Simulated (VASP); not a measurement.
# KBr (Pm-3m) in VASP: a series of runs

Aim: see how the results for KBr move with the level of theory and the settings. Levels: PBE, LDA. Tasks: single point.

Program: VASP 6.6.1. These are calculated values, not measurements. Logs are shortened: lines on timing, memory, paths and dates and some standing lists are left out, and cuts for length are marked.

## (1) The cell of the first run

Symmetry: Pm-3m, No. 221, cubic system. The conventional cell has a = 3.976 Å, b = 3.976 Å, c = 3.976 Å, α = 90.00°, β = 90.00°, γ = 90.00°. K (site symmetry m-3m) has 8 Br at 3.44 Å and 6 K at 3.98 Å within 4.5 Å. Br (site symmetry m-3m) has 8 K at 3.44 Å and 6 Br at 3.98 Å within 4.5 Å.

## (2) Single point, PBE

File INCAR:

```
PREC = Accurate ; ENCUT = 500
EDIFF = 1E-6 ; ISMEAR = 0
SIGMA = 0.01 ; LREAL = F
LASPH = T ; NELM = 120
ALGO = Normal ; ISIF = 2
LWAVE = F ; LCHARG = T
GGA = PE ; LELF = T
LVHAR = T ; NBANDS = 15
GGA_COMPAT = F
```

File KPOINTS:

```
regular mesh
0
Gamma
  2 2 2
```

File POSCAR:

```
KBr
1.0
    3.9762553130      0.0000000000      0.0000000000
    0.0000000000      3.9762553130      0.0000000000
    0.0000000000      0.0000000000      3.9762553130
K Br
1 1
Direct
    0.0000000000      0.0000000000      0.0000000000
    0.5000000000      0.5000000000      0.5000000000
```

Potentials or basis: VASP PAW PBE potentials, release 64 (K_sv, Br).

On the command line:

```
> cat potpaw_PBE.64/K_sv/POTCAR potpaw_PBE.64/Br/POTCAR > POTCAR
> mpirun -np 1 vasp_std > vasp.out
```

OUTCAR:

```text
PREC = Accurate
   ENCUT = 500
   EDIFF = 1E-6
   ISMEAR = 0
   LREAL = F
   LASPH = T
   NELM = 120
   ISIF = 2
   GGA = PE

 ion  position               nearest neighbor table
   1  0.000  0.000  0.000-
   2  0.500  0.500  0.500-

  LATTYP: Found a simple cubic cell.
 ALAT       =     3.9762553130

  Lattice vectors:

 A1 = (   3.9762553130,   0.0000000000,   0.0000000000)
 A2 = (   0.0000000000,   3.9762553130,   0.0000000000)
 A3 = (   0.0000000000,   0.0000000000,   3.9762553130)

Analysis of symmetry for initial positions (statically):
=====================================================================
 Subroutine PRICEL returns:
 Original cell was already a primitive cell.

 Routine SETGRP: Setting up the symmetry group for a
 simple cubic supercell.

 Subroutine GETGRP returns: Found 48 space group operations
 (whereof 48 operations were pure point group operations)
 out of a pool of 48 trial point group operations.

The static configuration has the point symmetry O_h .

Analysis of symmetry for dynamics (positions and initial velocities):
=====================================================================
 Subroutine PRICEL returns:
 Original cell was already a primitive cell.

 Routine SETGRP: Setting up the symmetry group for a
 simple cubic supercell.

 Subroutine GETGRP returns: Found 48 space group operations
 (whereof 48 operations were pure point group operations)
 out of a pool of 48 trial point group operations.

The dynamic configuration has the point symmetry O_h .

 Subroutine INISYM returns: Found 48 space group operations
 (whereof 48 operations are pure point group operations),
 and found     1 'primitive' translations

----------------------------------------------------------------------------------------

                                     Primitive cell

  volume of cell :      62.8670

  direct lattice vectors                    reciprocal lattice vectors
     3.976255313  0.000000000  0.000000000     0.251492905  0.000000000  0.000000000
     0.000000000  3.976255313  0.000000000     0.000000000  0.251492905  0.000000000
     0.000000000  0.000000000  3.976255313     0.000000000  0.000000000  0.251492905

  length of vectors
     3.976255313  3.976255313  3.976255313     0.251492905  0.251492905  0.251492905

  position of ions in fractional coordinates (direct lattice)
     0.000000000  0.000000000  0.000000000
     0.500000000  0.500000000  0.500000000

  ion indices of the primitive-cell ions
   primitive index   ion index
                 1           1
                 2           2

----------------------------------------------------------------------------------------

 KPOINTS: regular mesh

Automatic generation of k-mesh.
 Grid dimensions read from file:
 generate k-points for:    2    2    2

 Generating k-lattice:

  Cartesian coordinates                     Fractional coordinates (reciprocal lattice)
     0.125746453  0.000000000  0.000000000     0.500000000  0.000000000  0.000000000
     0.000000000  0.125746453  0.000000000     0.000000000  0.500000000  0.000000000
     0.000000000  0.000000000  0.125746453     0.000000000  0.000000000  0.500000000

  Length of vectors
     0.125746453  0.125746453  0.125746453

  Shift w.r.t. Gamma in fractional coordinates (k-lattice)
     0.000000000  0.000000000  0.000000000

 Subroutine IBZKPT returns following result:
 ===========================================

 Found      4 irreducible k-points:

 Following reciprocal coordinates:
            Coordinates               Weight
  0.000000  0.000000  0.000000      1.000000
  0.500000  0.000000  0.000000      3.000000
  0.500000  0.500000  0.000000      3.000000
  0.500000  0.500000  0.500000      1.000000
   k-points           NKPTS =      4   k-points in BZ     NKDIM =      4   number of bands    NBANDS=     15
   number of dos      NEDOS =    301   number of ions     NIONS =      2
   total plane-waves  NPLWV =  27000
   dimension x,y,z NGX =    30 NGY =   30 NGZ =   30
   dimension x,y,z NGXF=    60 NGYF=   60 NGZF=   60
   ions per type =               1   1
   NGX,Y,Z   is equivalent  to a cutoff of  12.54, 12.54, 12.54 a.u.
   NGXF,Y,Z  is equivalent  to a cutoff of  25.09, 25.09, 25.09 a.u.
 SYSTEM =  unknown system
   PREC   = accura    normal or accurate (medium, high low for compatibility)
   ISTART =      0    job   : 0-new  1-cont  2-samecut
   ICHARG =      2    charge: 1-file 2-atom 10-const
   ISPIN  =      1    spin polarized calculation?
   LNONCOLLINEAR =      F non collinear calculations
   LSORBIT =      F    spin-orbit coupling
   LASPH  =      T    aspherical Exc in radial PAW
   ENCUT  =  500.0 eV  36.75 Ry    6.06 a.u.   7.25  7.25  7.25*2*pi/ulx,y,z
   NELM   =    120;   NELMIN=  2; NELMDL= -5     # of ELM steps
   EDIFF  = 0.1E-05   stopping-criterion for ELM
   LREAL  =      F    real-space projection
   EDIFFG = 0.1E-04   stopping-criterion for IOM
   NSW    =      0    number of steps for IOM
   IBRION =     -1    ionic relax: 0-MD 1-quasi-New 2-CG
   NFREE  =      0    steps in history (QN), initial steepest desc. (CG)
   ISIF   =      2    stress and relaxation
   ISYM   =      2    0-nonsym 1-usesym 2-fastsym
   POTIM  = 0.5000    time-step for ionic-motion
   TEBEG  =    0.0;   TEEND  =   0.0 temperature during run
   PSTRESS=    0.0 pullay stress
   NELECT =      16.0000    total number of electrons
   NUPDOWN=      -1.0000    fix difference up-down
   EMIN   =  10.00;   EMAX   =-10.00  energy-range for DOS
   EFERMI =   0.00;   METHOD = LEGACY
   ISMEAR =     0;   SIGMA  =   0.01  broadening in eV -4-tet -1-fermi 0-gaus
   EFERMI_NEDOS =   21; number of points for ismear=-14 and -15
   IALGO  =     38    algorithm
   IMIX   =      4    mixing-type and parameters
     AMIX     =   0.40;   BMIX     =  1.00
     AMIX_MAG =   1.60;   BMIX_MAG =  1.00
  volume/ion in A,a.u.               =      31.43       212.12
  Fermi-wavevector in a.u.,A,eV,Ry     =   1.037466  1.960527 14.644438  1.076336
  Thomas-Fermi vector in A             =   2.171905
   LORBIT       =      0    0 simple, 1 ext, 2 COOP (PROOUT), +10 PAW based schemes
   GGA     = PE    functional components
   LHFCALC =     F    Hartree Fock is set to
   AEXX    =    0.0000 exact exchange contribution
   IVDW    =     0    specifies the selected vdW correction
   LEPSILON=     F    determine dielectric tensor
   LRPA    =     F    only Hartree local field effects (RPA)
 non-spin polarized calculation
 Gauss-broadening in eV      SIGMA  =   0.01
  energy-cutoff  :      500.00
  volume of cell :       62.87
 maximum number of plane-waves:      1628
 NGX is ok and might be reduce to    30
   NGX = 15   NGY = 15   NGZ = 15

 number of electron      15.9999996 magnetization

 Free energy of the ion-electron system (eV)
  ---------------------------------------------------
  ext. energy  EPLUGINS =         0.00000000
  ---------------------------------------------------
  free energy    TOTEN  =        -5.75373213 eV

  energy without entropy =       -5.75373213  energy(sigma->0) =       -5.75373213

 E-fermi :  -0.2302     XC(G=0):  -7.9849

 val. band max:       -0.3340775168   @ k =   0.5000   0.5000   0.0000
 cond. band min:       3.5787090003   @ k =   0.0000   0.0000   0.0000
 fundamental gap:      3.9127865172
 Fermi energy:        -0.2302157252

 k-point     1 :       0.0000    0.0000    0.0000
  band No.  band energies     occupation
      1     -29.1805      2.00000
      2     -13.1794      2.00000
      3     -12.5983      2.00000
      4     -12.5983      2.00000
      5     -12.5983      2.00000
      6      -0.6190      2.00000
      7      -0.6190      2.00000
      8      -0.6190      2.00000
      9       3.5787      0.00000
     10       5.3165      0.00000
     11       5.3165      0.00000
     12       9.2219      0.00000
     13       9.2219      0.00000
     14       9.2219      0.00000
     15      12.0250      0.00000

 k-point     2 :       0.5000    0.0000    0.0000
  band No.  band energies     occupation
      1     -29.1680      2.00000
      2     -13.4477      2.00000
      3     -12.5754      2.00000
      4     -12.5754      2.00000
      5     -12.2928      2.00000
      6      -2.4692      2.00000
      7      -0.6018      2.00000
      8      -0.6018      2.00000
      9       6.2446      0.00000
     10       6.6652      0.00000
     11       7.4862      0.00000
     12       8.5142      0.00000
     13       9.2813      0.00000
     14       9.2813      0.00000
     15       9.7643      0.00000

 k-point     3 :       0.5000    0.5000    0.0000
  band No.  band energies     occupation
      1     -29.1564      2.00000
      2     -12.8952      2.00000
      3     -12.7628      2.00000
      4     -12.7628      2.00000
      5     -12.5582      2.00000
      6      -1.8427      2.00000
      7      -1.8427      2.00000
      8      -0.3341      2.00000
      9       4.7485      0.00000
     10       6.0807      0.00000
     11       7.5641      0.00000
     12       7.5641      0.00000
     13      10.2118      0.00000
     14      10.2118      0.00000
     15      10.5928      0.00000

 k-point     4 :       0.5000    0.5000    0.5000
  band No.  band energies     occupation
      1     -29.1452      2.00000
      2     -12.7495      2.00000
      3     -12.7238      2.00000
      4     -12.7238      2.00000
      5     -12.7238      2.00000
      6      -1.9078      2.00000
      7      -1.9078      2.00000
      8      -1.9078      2.00000
      9       7.0531      0.00000
     10       7.0531      0.00000
     11       7.0531      0.00000
     12       9.1062      0.00000
     13       9.1062      0.00000
     14       9.1062      0.00000
     15      10.7606      0.00000

------------------------ aborting loop because EDIFF is reached ----------------------------------------

  FORCE on cell =-STRESS in cart. coord.  units (eV):
  Direction    XX          YY          ZZ          XY          YZ          ZX
  --------------------------------------------------------------------------------------
  -------------------------------------------------------------------------------------
  Total        0.9890349      0.9890349      0.9890349      0.0000000      0.0000000     -0.0000000
  in kB       25.2057367     25.2057367     25.2057367      0.0000000      0.0000000     -0.0000000
  external PRESSURE =      25.2057367 kB  Pullay stress =       0.0000000 kB

 VOLUME and BASIS-vectors are now :
 -----------------------------------------------------------------------------
  energy-cutoff  :      500.00
  volume of cell :       62.87
      direct lattice vectors                 reciprocal lattice vectors
     3.976255313  0.000000000  0.000000000     0.251492905  0.000000000  0.000000000
     0.000000000  3.976255313  0.000000000     0.000000000  0.251492905  0.000000000
     0.000000000  0.000000000  3.976255313     0.000000000  0.000000000  0.251492905

 POSITION                                       TOTAL-FORCE (eV/Angst)
 -----------------------------------------------------------------------------------
      0.00000      0.00000      0.00000         0.000000      0.000000      0.000000
      1.98813      1.98813      1.98813         0.000000      0.000000      0.000000
 -----------------------------------------------------------------------------------
    total drift:                                0.000000      0.000000     -0.000000

  FREE ENERGIE OF THE ION-ELECTRON SYSTEM (eV)
  ---------------------------------------------------
  free  energy   TOTEN  =        -5.7537321326 eV

  energy  without entropy=       -5.7537321326  energy(sigma->0) =       -5.75373213
```

It took 3.3 s on 1 thread of Intel Xeon 6975P-C (Granite Rapids), shared host; peak memory 0.16 GiB.

Results:

| Property | Result |
| --- | --- |
| Free energy | -5.7537 eV |
| Pressure | 2.5 GPa |
| Band gap on the k mesh | 3.91 eV, indirect (least direct gap 4.20 eV) |

Caveat: the k points lie up to 0.79 Å⁻¹ apart.

## (3) Single point, LDA

File INCAR:

```
SYSTEM = KBr
PREC = Accurate
ENCUT = 500
EDIFF = 1E-6
ISMEAR = 0
SIGMA = 0.01
LREAL = .FALSE.
LASPH = .TRUE.
NELM = 120
ALGO = Normal
ISIF = 2
LWAVE = .FALSE.
LCHARG = .FALSE.
GGA = CA
NBANDS = 15
GGA_COMPAT = .FALSE.
```

File KPOINTS:

```
Automatic mesh
0
G
  2 2 2
  0 0 0
```

POSCAR is that of step 2.

Potentials or basis: VASP PAW LDA potentials, release 64 (K_sv, Br).

On the command line:

```
> cat potpaw_LDA.64/K_sv/POTCAR potpaw_LDA.64/Br/POTCAR > POTCAR
> mpirun -np 1 vasp_std > vasp.out
```

Run time: 2.1 s. Hardware: 1 thread of Intel Xeon 6975P-C (Granite Rapids), shared host; peak memory 0.13 GiB.

The run converged. Its results:

```yaml
Free_energy: -6.3822 eV
Pressure: -0.3 GPa
Band_gap_on_the_k_mesh: 3.48 eV, indirect (least direct gap 3.78 eV)
```

Levels at points of the mesh, in eV from the valence-band top:
```tsv
k point	band 4	band 5	band 6	band 7	band 8	band 9	band 10	band 11	band 12	band 13
(0.00, 0.00, 0.00)	-12.13	-12.13	-0.30	-0.30	-0.30	3.48	5.33	5.33	9.39	9.39
(0.50, 0.00, 0.00)	-12.10	-11.87	-2.24	-0.28	-0.28	6.20	6.67	7.49	8.60	9.41
(0.50, 0.50, 0.00)	-12.31	-12.09	-1.56	-1.56	0.00	4.72	6.11	7.67	7.67	10.13
(0.50, 0.50, 0.50)	-12.27	-12.27	-1.64	-1.64	-1.64	7.05	7.05	7.05	9.23	9.23
```

Caveat: the k points lie up to 0.79 Å⁻¹ apart. LDA gaps usually lie below the measured ones, often by a third to a half.

## (4) Single point, PBE

File INCAR:

```
SYSTEM = KBr
PREC = Accurate
ENCUT = 500
EDIFF = 1E-6
ISMEAR = 0
SIGMA = 0.01
LREAL = .False.
LASPH = .True.
NELM = 120
ALGO = Normal
ISIF = 2
LWAVE = .False.
LCHARG = .False.
GGA = PE
NBANDS = 15
GGA_COMPAT = .False.
```

File KPOINTS:

```
regular mesh
0
Gamma
  4 4 4
  0 0 0
```

POSCAR is that of step 3.

Potentials or basis: VASP PAW PBE potentials, release 64 (K_sv, Br).

On the command line:

```
> cat potpaw_PBE.64/K_sv/POTCAR potpaw_PBE.64/Br/POTCAR > POTCAR
> mpirun -np 1 vasp_std > vasp.out
```

It took 4.7 s on 1 thread of Intel Xeon 6975P-C (Granite Rapids), shared host; peak memory 0.16 GiB.

Results (log left out):

```yaml
Free_energy: -6.0650 eV
Pressure: 0.9 GPa
Band_gap_on_the_k_mesh: 4.02 eV, indirect (least direct gap 4.30 eV)
```

Levels at points of the mesh, in eV from the valence-band top:
```
           k point  band 6  band 7  band 8  band 9  band 10  band 11
(0.00, 0.00, 0.00)   -0.28   -0.28   -0.28    4.02     5.79     5.79
(0.50, 0.00, 0.00)   -2.10   -0.26   -0.26    6.67     7.18     7.92
(0.50, 0.50, 0.00)   -1.48   -1.48    0.00    5.23     6.54     8.07
(0.50, 0.50, 0.50)   -1.55   -1.55   -1.55    7.51     7.51     7.51
```

A k mesh can miss the band edges.

[end of part 1 of 2]
